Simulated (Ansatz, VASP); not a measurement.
**One calculation of Mn, two programs**

INCAR

```
ALGO = Normal
EDIFF = 1E-6
ENCUT = 500
GGA = PE
GGA_COMPAT = False
ISIF = 2
ISMEAR = -1
ISPIN = 2
LASPH = True
LCHARG = False
LMAXMIX = 4
LORBIT = 11
LREAL = False
LWAVE = False
MAGMOM = 1.02
NBANDS = 16
NELM = 200
PREC = Accurate
SIGMA = 0.1
```

The input KPOINTS:

```
k-points
0
Gamma
  8 8 8
```

Contents of POSCAR:

```
Mn
1.0
    0.0000000000      1.8770000000      1.8770000000
    1.8770000000      0.0000000000      1.8770000000
    1.8770000000      1.8770000000      0.0000000000
Mn
1
Direct
    0.0000000000      0.0000000000      0.0000000000
```

Input for Ansatz:

```yaml
crystal:
  lattice:
    - [0, 1.877, 1.877]
    - [1.877, 0, 1.877]
    - [1.877, 1.877, 0]
  atoms:
    - { symbol: Mn, position: [0, 0, 0] }
kpoints:
  mp_grid: { grid: [8, 8, 8], shift: [0, 0, 0] }
hamiltonian:
  xc: pbe
  pseudopotentials: { kind: paw }
magnetization:
  spin_polarized: true
scf:
  occupations: { method: fermi_dirac }
```

Alike in both runs: task single point; functional PBE; k mesh 8 × 8 × 8; collinear spin.

|  | VASP | Ansatz |
| --- | --- | --- |
| version | VASP 6.6.1 | Ansatz 0.2 development build |
| potentials or method | VASP PAW PBE potentials, release 64 (Mn_pv) | PAW hard, scalar-relativistic |
| plane-wave cutoff (eV) | 500 | 720 |
| occupations | fermi-dirac, width 0.1 eV | fermi-dirac |

|  | VASP | Ansatz | Ansatz less VASP |
| --- | --- | --- | --- |
| net moment per atom (μB) | 1.13 | 0.93 | -0.197 |
| size of the moment on the site where the two differ most (μB) | 1.12 | 0.93 | -0.193 |

The net moments are unlike, so the other rows may belong to different states. Site moments also hang on the region over which each program counts them. Ansatz's warnings: negative dielectric reading.

The k mesh is coarse, so the values compare programs but aren't converged.
